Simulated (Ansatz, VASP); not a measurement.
**One calculation of Al, two programs**

File INCAR:

```
SYSTEM = Al
PREC = Accurate
ENCUT = 520
EDIFF = 1E-6
ISMEAR = 0
SIGMA = 0.15
LREAL = .False.
LASPH = .True.
NELM = 100
ALGO = Fast
ISIF = 2
LWAVE = .False.
LCHARG = .True.
GGA = PS
LELF = .True.
LVHAR = .True.
NBANDS = 8
```

KPOINTS

```
regular mesh
0
Gamma
  20 20 20
  0 0 0
```

The input POSCAR:

```
Al
1.0
   -1.5713284564      1.5713284564      1.5912186900
    1.5713284564     -1.5713284564      1.5912186900
    1.6111089236      1.6111089236     -1.5912186900
Al
1
Direct
    0.0000000000      0.0000000000      0.0000000000
```

Input for Ansatz:

```yaml
crystal:
  lattice:
    - [-1.5713284564, 1.5713284564, 1.59121869]
    - [1.5713284564, -1.5713284564, 1.59121869]
    - [1.6111089236, 1.6111089236, -1.59121869]
  atoms:
    - { symbol: Al, position: [0.0, 0.0, 0.0] }
basis:
  ecutwfc: 420
kpoints:
  mp_grid: { grid: [20, 20, 20] }
hamiltonian:
  xc: pbesol
scf:
  occupations: { method: gaussian, width: 0.15 }
output:
  forces: true
  stress: true
  eigenvalues: true
```

Change from the starting cell: strain +0.0250 x Voigt [0, 0, 0, 0, 0, 1], atoms carried along.

Alike in both runs: task single point; functional PBEsol; k mesh 20 × 20 × 20; occupations gaussian, width 0.15 eV; no spin polarisation.

|  | VASP | Ansatz |
| --- | --- | --- |
| version | VASP 6.6.1 | Ansatz 0.2.0 |
| potentials or method | VASP PAW PBE potentials, release 64 (Al), cutoff 520 eV | scalar-relativistic, plane waves, PAW |
| valence electrons in the cell | 3 | 3 |

```csv
,VASP,Ansatz,Ansatz less VASP
gap on the k mesh at the Fermi level (eV),none,none,-
pressure (GPa),2.3,2.2,-0.07
"traceless stress, the component that is largest in VASP (GPa)",-1.12,-1.11,+0.009
```

VASP's potentials were made for PBE, not for PBEsol. A gap of «none» marks a metal or a gap that the smearing closes. The functional is the same, so the differences come from potentials, cutoffs and numerics.
